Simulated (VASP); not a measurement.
# Y (P6_3/mmc) in VASP: single point with PBEsol

Aim: the single point of Y with PBEsol.

Everything below comes from runs of VASP 6.6.1. Logs are shortened: lines on timing, memory, paths and dates and some standing lists are left out, and cuts for length are marked.

### Step 1. The cell of the first run

Symmetry: P6_3/mmc, No. 194, hexagonal system. Conventional cell: a = 3.592 Å, b = 3.592 Å, c = 5.614 Å, α = 90.00°, β = 90.00°, γ = 120.00°. Y (site symmetry -6m2) has 12 Y at 3.49 to 3.59 Å within 4.6 Å.

### Step 2. Single point, PBEsol

File INCAR:

```
PREC = Accurate ; ENCUT = 520
EDIFF = 1E-7 ; ISMEAR = -1
SIGMA = 0.1 ; LREAL = F
LASPH = T ; NELM = 100
ALGO = Normal ; ISIF = 2
LWAVE = F ; LCHARG = T
GGA = PS ; LELF = T
LVHAR = T ; NBANDS = 18
```

File KPOINTS:

```
regular mesh
0
Gamma
  16 16 8
```

File POSCAR:

```
Y
1.0
    3.5919920871      0.0000000000      0.0000000000
   -1.7959960435      3.1107563976      0.0000000000
    0.0000000000      0.0000000000      5.6140835196
Y
2
Direct
    0.3333333333      0.6666666667      0.2500000000
    0.6666666667      0.3333333333      0.7500000000
```

Potentials or basis: VASP PAW PBE potentials, release 64 (Y_sv).

Launch:

```sh
$ cat potpaw_PBE.64/Y_sv/POTCAR > POTCAR
$ mpirun -np 1 vasp_std > vasp.out
```

OUTCAR:

```text
PREC = Accurate
   ENCUT = 520
   EDIFF = 1E-7
   ISMEAR = -1
   LREAL = F
   LASPH = T
   NELM = 100
   ISIF = 2
   GGA = PS

 ion  position               nearest neighbor table
   1  0.333  0.667  0.250-   2 3.49   2 3.49   2 3.49   2 3.49   2 3.49   2 3.49
   2  0.667  0.333  0.750-   1 3.49   1 3.49   1 3.49   1 3.49   1 3.49   1 3.49

  LATTYP: Found a hexagonal cell.
 ALAT       =     3.5919920871
 C/A-ratio  =     1.5629442893

  Lattice vectors:

 A1 = (   3.5919920871,   0.0000000000,   0.0000000000)
 A2 = (  -1.7959960435,   3.1107563976,   0.0000000000)
 A3 = (   0.0000000000,   0.0000000000,   5.6140835196)

Analysis of symmetry for initial positions (statically):
=====================================================================
 Subroutine PRICEL returns:
 Original cell was already a primitive cell.

 Routine SETGRP: Setting up the symmetry group for a
 hexagonal supercell.

 Subroutine GETGRP returns: Found 24 space group operations
 (whereof 12 operations were pure point group operations)
 out of a pool of 24 trial point group operations.

The static configuration has the point symmetry D_3d.
 The point group associated with its full space group is D_6h.

Analysis of symmetry for dynamics (positions and initial velocities):
=====================================================================
 Subroutine PRICEL returns:
 Original cell was already a primitive cell.

 Routine SETGRP: Setting up the symmetry group for a
 hexagonal supercell.

 Subroutine GETGRP returns: Found 24 space group operations
 (whereof 12 operations were pure point group operations)
 out of a pool of 24 trial point group operations.

The dynamic configuration has the point symmetry D_3d.
 The point group associated with its full space group is D_6h.

 Subroutine INISYM returns: Found 24 space group operations
 (whereof 12 operations are pure point group operations),
 and found     1 'primitive' translations

----------------------------------------------------------------------------------------

                                     Primitive cell

  volume of cell :      62.7307

  direct lattice vectors                    reciprocal lattice vectors
     3.591992087  0.000000000  0.000000000     0.278397050  0.160732612  0.000000000
    -1.795996043  3.110756398  0.000000000     0.000000000  0.321465223  0.000000000
     0.000000000  0.000000000  5.614083520     0.000000000  0.000000000  0.178123463

  length of vectors
     3.591992087  3.591992087  5.614083520     0.321465223  0.321465223  0.178123463

  position of ions in fractional coordinates (direct lattice)
     0.333333333  0.666666667  0.250000000
     0.666666667  0.333333333  0.750000000

  ion indices of the primitive-cell ions
   primitive index   ion index
                 1           1
                 2           2

----------------------------------------------------------------------------------------

 KPOINTS: regular mesh

Automatic generation of k-mesh.
 Grid dimensions read from file:
 generate k-points for:   16   16    8

 Generating k-lattice:

  Cartesian coordinates                     Fractional coordinates (reciprocal lattice)
     0.017399816  0.010045788  0.000000000     0.062500000  0.000000000  0.000000000
     0.000000000  0.020091576  0.000000000     0.000000000  0.062500000  0.000000000
     0.000000000  0.000000000  0.022265433     0.000000000  0.000000000  0.125000000

  Length of vectors
     0.020091576  0.020091576  0.022265433

  Shift w.r.t. Gamma in fractional coordinates (k-lattice)
     0.000000000  0.000000000  0.000000000

 Subroutine IBZKPT returns following result:
 ===========================================

 Found    150 irreducible k-points:

 Following reciprocal coordinates:
            Coordinates               Weight
  0.000000  0.000000  0.000000      1.000000
  0.062500 -0.000000  0.000000      6.000000
  0.125000 -0.000000  0.000000      6.000000
  0.187500 -0.000000  0.000000      6.000000
  0.250000 -0.000000  0.000000      6.000000
  0.312500  0.000000  0.000000      6.000000
[... 16 lines left out ...]
  0.187500  0.187500  0.000000      6.000000
  0.250000  0.187500  0.000000     12.000000
 [... further k-points ...]
   k-points           NKPTS =    150   k-points in BZ     NKDIM =    150   number of bands    NBANDS=     18
   number of dos      NEDOS =    301   number of ions     NIONS =      2
   total plane-waves  NPLWV =  32928
   dimension x,y,z NGX =    28 NGY =   28 NGZ =   42
   dimension x,y,z NGXF=    56 NGYF=   56 NGZF=   84
   ions per type =               2
   NGX,Y,Z   is equivalent  to a cutoff of  12.96, 12.96, 12.44 a.u.
   NGXF,Y,Z  is equivalent  to a cutoff of  25.92, 25.92, 24.87 a.u.
 SYSTEM =  unknown system
   PREC   = accura    normal or accurate (medium, high low for compatibility)
   ISTART =      0    job   : 0-new  1-cont  2-samecut
   ICHARG =      2    charge: 1-file 2-atom 10-const
   ISPIN  =      1    spin polarized calculation?
   LNONCOLLINEAR =      F non collinear calculations
   LSORBIT =      F    spin-orbit coupling
   LASPH  =      T    aspherical Exc in radial PAW
   ENCUT  =  520.0 eV  38.22 Ry    6.18 a.u.   6.68  6.68 10.44*2*pi/ulx,y,z
   NELM   =    100;   NELMIN=  2; NELMDL= -5     # of ELM steps
   EDIFF  = 0.1E-06   stopping-criterion for ELM
   LREAL  =      F    real-space projection
   EDIFFG = 0.1E-05   stopping-criterion for IOM
   NSW    =      0    number of steps for IOM
   IBRION =     -1    ionic relax: 0-MD 1-quasi-New 2-CG
   NFREE  =      0    steps in history (QN), initial steepest desc. (CG)
   ISIF   =      2    stress and relaxation
   ISYM   =      2    0-nonsym 1-usesym 2-fastsym
   POTIM  = 0.5000    time-step for ionic-motion
   TEBEG  =    0.0;   TEEND  =   0.0 temperature during run
   PSTRESS=    0.0 pullay stress
   NELECT =      22.0000    total number of electrons
   NUPDOWN=      -1.0000    fix difference up-down
   EMIN   =  10.00;   EMAX   =-10.00  energy-range for DOS
   EFERMI =   0.00;   METHOD = LEGACY
   ISMEAR =    -1;   SIGMA  =   0.10  broadening in eV -4-tet -1-fermi 0-gaus
   EFERMI_NEDOS =   21; number of points for ismear=-14 and -15
   IALGO  =     38    algorithm
   IMIX   =      4    mixing-type and parameters
     AMIX     =   0.40;   BMIX     =  1.00
     AMIX_MAG =   1.60;   BMIX_MAG =  1.00
  volume/ion in A,a.u.               =      31.37       211.66
  Fermi-wavevector in a.u.,A,eV,Ry     =   1.154487  2.181664 18.134386  1.332840
  Thomas-Fermi vector in A             =   2.291123
   LORBIT       =      0    0 simple, 1 ext, 2 COOP (PROOUT), +10 PAW based schemes
   GGA     = PS    functional components
   LHFCALC =     F    Hartree Fock is set to
   AEXX    =    0.0000 exact exchange contribution
   IVDW    =     0    specifies the selected vdW correction
   LEPSILON=     F    determine dielectric tensor
   LRPA    =     F    only Hartree local field effects (RPA)
 non-spin polarized calculation
  energy-cutoff  :      520.00
  volume of cell :       62.73
 maximum number of plane-waves:      1717
 NGX is ok and might be reduce to    28
   NGX = 13   NGY = 13   NGZ = 21

 number of electron      22.0000001 magnetization

 Free energy of the ion-electron system (eV)
  ---------------------------------------------------
  ext. energy  EPLUGINS =         0.00000000
  ---------------------------------------------------
  free energy    TOTEN  =       -13.70011517 eV

  energy without entropy =      -13.58286057  energy(sigma->0) =      -13.64148787

 E-fermi :   3.1069     XC(G=0):  -9.7148

 val. band max:        3.1034350787   @ k =   0.4375   0.0000   0.0000
 cond. band min:       3.1325169163   @ k =   0.2500   0.1250   0.1250
 fundamental gap:      0.0290818376
 Fermi energy:         3.1069267871

 k-point     1 :       0.0000    0.0000    0.0000
  band No.  band energies     occupation
      1     -39.3729      2.00000
      2     -39.2810      2.00000
      3     -19.7379      2.00000
      4     -19.1741      2.00000
      5     -19.1741      2.00000
      6     -19.0679      2.00000
[... 10 lines left out ...]
     17       5.9644      0.00000
     18       5.9644      0.00000

 k-point     2 :       0.0625   -0.0000    0.0000
  band No.  band energies     occupation
      1     -39.3705      2.00000
      2     -39.2802      2.00000
      3     -19.7297      2.00000
      4     -19.1907      2.00000
      5     -19.1798      2.00000
      6     -19.0856      2.00000
[... 10 lines left out ...]
     17       5.8413      0.00000
     18       5.8776      0.00000

 k-point     3 :       0.1250   -0.0000    0.0000
  band No.  band energies     occupation
      1     -39.3636      2.00000
      2     -39.2779      2.00000
      3     -19.7057      2.00000
      4     -19.2382      2.00000
      5     -19.1958      2.00000
      6     -19.1350      2.00000
[... 10 lines left out ...]
     17       5.7084      0.00000
     18       5.8383      0.00000

 k-point     4 :       0.1875   -0.0000    0.0000
  band No.  band energies     occupation
      1     -39.3530      2.00000
      2     -39.2747      2.00000
      3     -19.6677      2.00000
      4     -19.3095      2.00000
      5     -19.2190      2.00000
      6     -19.2070      2.00000
[... 375 lines left out ...]
      4     -19.4732      2.00000
      5     -19.4220      2.00000
      6     -19.3447      2.00000
[... 10 lines left out ...]
     17       8.3386      0.00000
     18       8.7071      0.00000

 k-point    23 :       0.1875    0.1875    0.0000
  band No.  band energies     occupation
      1     -39.3226      2.00000
      2     -39.2686      2.00000
      3     -19.5496      2.00000
      4     -19.4313      2.00000
      5     -19.4265      2.00000
      6     -19.2602      2.00000
[... 10 lines left out ...]
     17       7.0310      0.00000
     18       7.7367      0.00000

 k-point    24 :       0.2500    0.1875    0.0000
  band No.  band energies     occupation
      1     -39.3104      2.00000
      2     -39.2681      2.00000
      3     -19.4965      2.00000
      4     -19.4958      2.00000
      5     -19.4497      2.00000
      6     -19.3008      2.00000
[... 10 lines left out ...]
     17       7.5910      0.00000
     18       8.3720      0.00000

 [... further k-points ...]

------------------------ aborting loop because EDIFF is reached ----------------------------------------

  FORCE on cell =-STRESS in cart. coord.  units (eV):
  Direction    XX          YY          ZZ          XY          YZ          ZX
  --------------------------------------------------------------------------------------
  -------------------------------------------------------------------------------------
  Total       -0.0343238     -0.0343238     -0.0648707     -0.0000000      0.0000000      0.0000000
  in kB       -0.8766491     -0.8766491     -1.6568343     -0.0000000      0.0000000      0.0000000
  external PRESSURE =      -1.1367108 kB  Pullay stress =       0.0000000 kB

 VOLUME and BASIS-vectors are now :
 -----------------------------------------------------------------------------
  energy-cutoff  :      520.00
  volume of cell :       62.73
      direct lattice vectors                 reciprocal lattice vectors
     3.591992087  0.000000000  0.000000000     0.278397050  0.160732612  0.000000000
    -1.795996043  3.110756398  0.000000000     0.000000000  0.321465223  0.000000000
     0.000000000  0.000000000  5.614083520     0.000000000  0.000000000  0.178123463

 POSITION                                       TOTAL-FORCE (eV/Angst)
 -----------------------------------------------------------------------------------
     -0.00000      2.07384      1.40352         0.000000     -0.000000      0.000000
      1.79600      1.03692      4.21056        -0.000000      0.000000      0.000000
 -----------------------------------------------------------------------------------
    total drift:                                0.000000     -0.000000      0.000000

  FREE ENERGIE OF THE ION-ELECTRON SYSTEM (eV)
  ---------------------------------------------------
  free  energy   TOTEN  =       -13.7001151682 eV

  energy  without entropy=      -13.5828605735  energy(sigma->0) =      -13.64148787
```

It took 4.2 min on 1 thread of Intel Xeon 8259CL, shared host; peak memory 0.3 GiB.

Results:

```yaml
Free_energy: -13.7001 eV
Pressure: -0.1 GPa
Band_gap_on_the_k_mesh: zero (bands 11 and 12 overlap by 1.53 eV)
```

Caveat: the PAW data sets were made with another functional, which shifts forces and pressure a little.
